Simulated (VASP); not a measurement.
# FH in VASP: single point with PBE+D3(BJ)

Aim: the single point of FH with PBE+D3(BJ).

Everything below comes from runs of VASP 6.6.1. Logs are shortened: lines on timing, memory, paths and dates and some standing lists are left out, and cuts for length are marked.

### Step 1. The cell of the first run

The cell holds a molecule in a box, 2 atoms: a = 7.270 Å, b = 7.270 Å, c = 21.166 Å, α = 90.00°, β = 90.00°, γ = 120.00°.

### Step 2. Single point, PBE+D3(BJ)

INCAR

```
PREC = Accurate
ENCUT = 1010
EDIFF = 1E-6
ISMEAR = 0
SIGMA = 0.05
LREAL = False
LASPH = True
NELM = 120
ALGO = Normal
ISIF = 2
LWAVE = False
LCHARG = False
LDIPOL = True
IDIPOL = 3
DIPOL = 0.5 0.5 0.626
GGA = PE
IVDW = 12
NBANDS = 11
GGA_COMPAT = False
NELMDL = -8
```

KPOINTS

```
regular mesh
0
Gamma
  3 3 1
```

POSCAR

```
HF
1.0
    7.2700393928      0.0000000000      0.0000000000
   -3.6350196964      6.2960388007      0.0000000000
    0.0000000000      0.0000000000     21.1657087726
F H
1 1
Direct
    0.3131401599      0.6879080007      0.6408282790
    0.2575892118      0.7444759831      0.6114712745
```

Potentials or basis: VASP PAW PBE potentials, release 64 (F_h, H_h).

On the command line:

```
> cat potpaw_PBE.64/F_h/POTCAR potpaw_PBE.64/H_h/POTCAR > POTCAR
> mpirun -np 1 vasp_std > vasp.out
```

OUTCAR:

```text
PREC = Accurate
   ENCUT = 1010
   EDIFF = 1E-6
   ISMEAR = 0
   LREAL = False
   LASPH = True
   NELM = 120
   ISIF = 2
   GGA = PE
   IVDW = 12
   NELMDL = -8
 IVDW          = 12

 ion  position               nearest neighbor table
   1  0.313  0.688  0.641-   2 0.94
   2  0.258  0.744  0.611-   1 0.94

  LATTYP: Found a hexagonal cell.
 ALAT       =     7.2700393928
 C/A-ratio  =     2.9113609472

  Lattice vectors:

 A1 = (   7.2700393928,   0.0000000000,   0.0000000000)
 A2 = (  -3.6350196964,   6.2960388007,   0.0000000000)
 A3 = (   0.0000000000,   0.0000000000,  21.1657087726)

Analysis of symmetry for initial positions (statically):
=====================================================================
 Subroutine PRICEL returns:
 Original cell was already a primitive cell.

 Routine SETGRP: Setting up the symmetry group for a
 hexagonal supercell.

 Subroutine GETGRP returns: Found  1 space group operations
 (whereof  1 operations were pure point group operations)
 out of a pool of 24 trial point group operations.

The static configuration has the point symmetry C_1 .

Analysis of symmetry for dynamics (positions and initial velocities):
=====================================================================
 Subroutine PRICEL returns:
 Original cell was already a primitive cell.

 Routine SETGRP: Setting up the symmetry group for a
 hexagonal supercell.

 Subroutine GETGRP returns: Found  1 space group operations
 (whereof  1 operations were pure point group operations)
 out of a pool of 24 trial point group operations.

The dynamic configuration has the point symmetry C_1 .

 Subroutine INISYM returns: Found  1 space group operations
 (whereof  1 operations are pure point group operations),
 and found     1 'primitive' translations

----------------------------------------------------------------------------------------

                                     Primitive cell

  volume of cell :     968.8063

  direct lattice vectors                    reciprocal lattice vectors
     7.270039393  0.000000000  0.000000000     0.137550837  0.079415012  0.000000000
    -3.635019696  6.296038801  0.000000000     0.000000000  0.158830025  0.000000000
     0.000000000  0.000000000 21.165708773     0.000000000  0.000000000  0.047246233

  length of vectors
     7.270039393  7.270039393 21.165708773     0.158830025  0.158830025  0.047246233

  position of ions in fractional coordinates (direct lattice)
     0.313140160  0.687908001  0.640828279
     0.257589212  0.744475983  0.611471274

  ion indices of the primitive-cell ions
   primitive index   ion index
                 1           1
                 2           2

----------------------------------------------------------------------------------------

 KPOINTS: regular mesh

Automatic generation of k-mesh.
 Grid dimensions read from file:
 generate k-points for:    3    3    1

 Generating k-lattice:

  Cartesian coordinates                     Fractional coordinates (reciprocal lattice)
     0.045850279  0.026471671  0.000000000     0.333333333  0.000000000  0.000000000
     0.000000000  0.052943342  0.000000000     0.000000000  0.333333333  0.000000000
     0.000000000  0.000000000  0.047246233     0.000000000  0.000000000  1.000000000

  Length of vectors
     0.052943342  0.052943342  0.047246233

  Shift w.r.t. Gamma in fractional coordinates (k-lattice)
     0.000000000  0.000000000  0.000000000

 Subroutine IBZKPT returns following result:
 ===========================================

 Found      5 irreducible k-points:

 Following reciprocal coordinates:
            Coordinates               Weight
  0.000000  0.000000  0.000000      1.000000
  0.333333 -0.000000  0.000000      2.000000
  0.000000  0.333333  0.000000      2.000000
 -0.333333  0.333333  0.000000      2.000000
  0.333333  0.333333  0.000000      2.000000
   k-points           NKPTS =      5   k-points in BZ     NKDIM =      5   number of bands    NBANDS=     11
   number of dos      NEDOS =    301   number of ions     NIONS =      2
   total plane-waves  NPLWV = ******
   dimension x,y,z NGX =    80 NGY =   80 NGZ =  224
   dimension x,y,z NGXF=   160 NGYF=  160 NGZF=  448
   ions per type =               1   1
   NGX,Y,Z   is equivalent  to a cutoff of  18.29, 18.29, 17.59 a.u.
   NGXF,Y,Z  is equivalent  to a cutoff of  36.59, 36.59, 35.19 a.u.
 SYSTEM =  unknown system
   PREC   = accura    normal or accurate (medium, high low for compatibility)
   ISTART =      0    job   : 0-new  1-cont  2-samecut
   ICHARG =      2    charge: 1-file 2-atom 10-const
   ISPIN  =      1    spin polarized calculation?
   LNONCOLLINEAR =      F non collinear calculations
   LSORBIT =      F    spin-orbit coupling
   LASPH  =      T    aspherical Exc in radial PAW
   ENCUT  = 1010.0 eV  74.23 Ry    8.62 a.u.  18.84 18.84 54.85*2*pi/ulx,y,z
   NELM   =    120;   NELMIN=  2; NELMDL= -8     # of ELM steps
   EDIFF  = 0.1E-05   stopping-criterion for ELM
   LREAL  =      F    real-space projection
[... 7 lines left out ...]
   TEBEG  =    0.0;   TEEND  =   0.0 temperature during run
   PSTRESS=    0.0 pullay stress
   NELECT =       8.0000    total number of electrons
   NUPDOWN=      -1.0000    fix difference up-down
   EMIN   =  10.00;   EMAX   =-10.00  energy-range for DOS
   EFERMI =   0.00;   METHOD = LEGACY
   ISMEAR =     0;   SIGMA  =   0.05  broadening in eV -4-tet -1-fermi 0-gaus
   EFERMI_NEDOS =   21; number of points for ismear=-14 and -15
   IALGO  =     38    algorithm
   IMIX   =      4    mixing-type and parameters
     AMIX     =   0.40;   BMIX     =  1.00
     AMIX_MAG =   1.60;   BMIX_MAG =  1.00
  volume/ion in A,a.u.               =     484.40      3268.91
  Fermi-wavevector in a.u.,A,eV,Ry     =   0.330897  0.625304  1.489738  0.109493
  Thomas-Fermi vector in A             =   1.226592
   LORBIT       =      0    0 simple, 1 ext, 2 COOP (PROOUT), +10 PAW based schemes
   GGA     = PE    functional components
   LHFCALC =     F    Hartree Fock is set to
   AEXX    =    0.0000 exact exchange contribution
   IVDW    =    12    specifies the selected vdW correction
   LEPSILON=     F    determine dielectric tensor
   LRPA    =     F    only Hartree local field effects (RPA)
 non-spin polarized calculation
 Gauss-broadening in eV      SIGMA  =   0.05
  energy-cutoff  :     1010.00
  volume of cell :      968.81
 maximum number of plane-waves:     70731
 NGX is ok and might be reduce to    80
   NGX = 37   NGY = 37   NGZ =109

 number of electron       8.0000003 magnetization

 dipolmoment           0.000000      0.000000      0.238166 electrons x Angstroem

 Free energy of the ion-electron system (eV)
  ---------------------------------------------------
  ext. energy  EPLUGINS =         0.00000000
  ---------------------------------------------------
  free energy    TOTEN  =        -7.95870455 eV

  energy without entropy =       -7.95870455  energy(sigma->0) =       -7.95870455

 E-fermi :  -9.2456     XC(G=0):  -0.4555

 val. band max:       -9.4848477754   @ k =   0.0000   0.0000   0.0000
 cond. band min:      -1.2697043710   @ k =   0.0000   0.0000   0.0000
 fundamental gap:      8.2151434044
 Fermi energy:        -9.2455904862

 k-point     1 :       0.0000    0.0000    0.0000
  band No.  band energies     occupation
      1     -29.8491      2.00000
      2     -13.2583      2.00000
      3      -9.4859      2.00000
      4      -9.4848      2.00000
      5      -1.2697      0.00000
      6      -0.1721      0.00000
      7       0.3995      0.00000
      8       0.9294      0.00000
      9       1.2117      0.00000
     10       1.7178      0.00000
     11       2.7042      0.00000

 k-point     2 :       0.3333   -0.0000    0.0000
  band No.  band energies     occupation
      1     -29.8491      2.00000
      2     -13.2584      2.00000
      3      -9.4860      2.00000
      4      -9.4853      2.00000
      5      -1.0180      0.00000
      6       0.2231      0.00000
      7       0.7389      0.00000
      8       0.8217      0.00000
      9       1.4275      0.00000
     10       1.5966      0.00000
     11       1.6279      0.00000

 k-point     3 :       0.0000    0.3333    0.0000
  band No.  band energies     occupation
      1     -29.8491      2.00000
      2     -13.2584      2.00000
      3      -9.4860      2.00000
      4      -9.4853      2.00000
      5      -1.0179      0.00000
      6       0.2232      0.00000
      7       0.7390      0.00000
      8       0.8217      0.00000
      9       1.4275      0.00000
     10       1.5967      0.00000
     11       1.6280      0.00000

 k-point     4 :      -0.3333    0.3333    0.0000
  band No.  band energies     occupation
      1     -29.8491      2.00000
      2     -13.2585      2.00000
      3      -9.4862      2.00000
      4      -9.4850      2.00000
      5      -1.0110      0.00000
      6       0.2241      0.00000
      7       0.7482      0.00000
      8       0.8246      0.00000
      9       1.4274      0.00000
     10       1.6017      0.00000
     11       1.6380      0.00000

 k-point     5 :       0.3333    0.3333    0.0000
  band No.  band energies     occupation
      1     -29.8491      2.00000
      2     -13.2584      2.00000
      3      -9.4861      2.00000
      4      -9.4855      2.00000
      5      -0.8370      0.00000
      6       0.7341      0.00000
      7       0.7478      0.00000
      8       1.0448      0.00000
      9       1.1932      0.00000
     10       1.2075      0.00000
     11       1.5546      0.00000

------------------------ aborting loop because EDIFF is reached ----------------------------------------

 vacuum level on the upper side and lower side of the slab       (xc-potential included)         0.446        -0.544

 Edisp (eV)   -0.00335

 E8    (eV) :    -0.0007

  FORCE on cell =-STRESS in cart. coord.  units (eV):
  Direction    XX          YY          ZZ          XY          YZ          ZX
  --------------------------------------------------------------------------------------
  -------------------------------------------------------------------------------------
  Total      -0.19833    -0.07813    -0.23272     0.10667     0.10290    -0.17613
  in kB      -0.32799    -0.12920    -0.38486     0.17640     0.17016    -0.29128
  external pressure =       -0.28 kB  Pullay stress =        0.00 kB

 VOLUME and BASIS-vectors are now :
 -----------------------------------------------------------------------------
  energy-cutoff  :     1010.00
  volume of cell :      968.81
      direct lattice vectors                 reciprocal lattice vectors
     7.270039393  0.000000000  0.000000000     0.137550837  0.079415012  0.000000000
    -3.635019696  6.296038801  0.000000000     0.000000000  0.158830025  0.000000000
     0.000000000  0.000000000 21.165708773     0.000000000  0.000000000  0.047246233

 POSITION                                       TOTAL-FORCE (eV/Angst)
 -----------------------------------------------------------------------------------
     -0.22402      4.33110     13.56358        -0.283059      0.165042     -0.347615
     -0.83350      4.68725     12.94222         0.283059     -0.165042      0.347615
 -----------------------------------------------------------------------------------
    total drift:                               -0.000388     -0.000523     -0.000114

  FREE ENERGIE OF THE ION-ELECTRON SYSTEM (eV)
  ---------------------------------------------------
  free  energy   TOTEN  =        -7.9620524858 eV

  energy  without entropy=       -7.9620524858  energy(sigma->0) =       -7.96205249

 vacuum level on the upper side and lower side of the slab         0.526        -0.455
```

It took 4.5 min on 1 thread of Intel Xeon 6975P-C (Granite Rapids), shared host; peak memory 2.2 GiB.

Results:

```yaml
Free_energy: -7.9621 eV
Largest_force: 0.478 eV/Å
Gap_between_the_frontier_levels: 8.22 eV
Dispersion_energy_per_atom: -0.002 eV
```

Forces on the atoms (eV/Å):
```
F   -0.283  0.165 -0.348
H    0.283 -0.165  0.348
```
